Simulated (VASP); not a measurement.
**Bi: relaxation of cell and atoms with PBEsol**

Crystal: Bi.

```
Bi
1.0
    -1.98143    1.98143    1.98143
     1.98143   -1.98143    1.98143
     1.98143    1.98143   -1.98143
Bi
1
Direct
  0.00000 0.00000 0.00000
```

- Program: VASP 6.6.1
- Task: relaxation of cell and atoms
- Functional: PBEsol
- Potentials or basis: VASP PAW PBE potentials, release 64 (Bi_d)
- Cutoff: 600 eV
- k mesh: 9 × 9 × 9
- Occupations: fermi-dirac, width 0.05 eV
- Spin: no spin polarisation
- Target pressure: 5 GPa
- Dipole correction: no
- Further INCAR settings: ALGO = Fast; EDIFF = 1e-06; IBRION = 2; EDIFFG = -0.01; NSW = 60; ISIF = 3

The relaxed volume is 27.95 Å³/atom. The relaxed cell is a = 3.311 Å, b = 3.311 Å, c = 3.311 Å, α = 109.47°, β = 109.47°, γ = 109.47°. The space group after relaxing (to 0.05 Å) is Im-3m (No. 229) and the energy change on relaxing (the enthalpy is what falls) is +23.4 meV/atom. The ionic steps are 5 and the pressure after relaxing is 5.1 GPa.

Step by step:
```tsv
step	energy change (eV)	largest force (eV/Å)	pressure (GPa)	volume (Å³)
1	0.0000	0.0000	-1.96	31.12
2	0.1694	0.0000	14.31	25.42
3	0.0227	0.0000	4.84	27.98
4	0.0246	0.0000	5.06	27.92
5	0.0234	0.0000	5.05	27.95
```

Final structure:
```cif
data_structure
_symmetry_space_group_name_H-M 'P 1'
_symmetry_Int_Tables_number 1
_cell_length_a 3.3115
_cell_length_b 3.3115
_cell_length_c 3.3115
_cell_angle_alpha 109.471
_cell_angle_beta 109.471
_cell_angle_gamma 109.471
_cell_volume 27.95
loop_
_atom_site_label
_atom_site_type_symbol
_atom_site_fract_x
_atom_site_fract_y
_atom_site_fract_z
_atom_site_occupancy
Bi1 Bi 0.00000 0.00000 0.00000 1
```

Levels at points of the mesh, in eV from the Fermi level:
```
           k point  band 5  band 6  band 7  band 8  band 9  band 10
(0.00, 0.00, 0.00)  -23.02  -14.48    5.79    5.79    5.79    10.34
```

Run time: 2 min on 1 thread of Intel Xeon 8259CL, on a shared host, peak memory 0.17 GiB.

Caveat: the cell is relaxed towards a set pressure, so the enthalpy falls and the energy may rise; the PAW data sets were made with another functional, which shifts forces and pressure a little; spin-orbit coupling is left out, which moves the levels of the heavy elements.
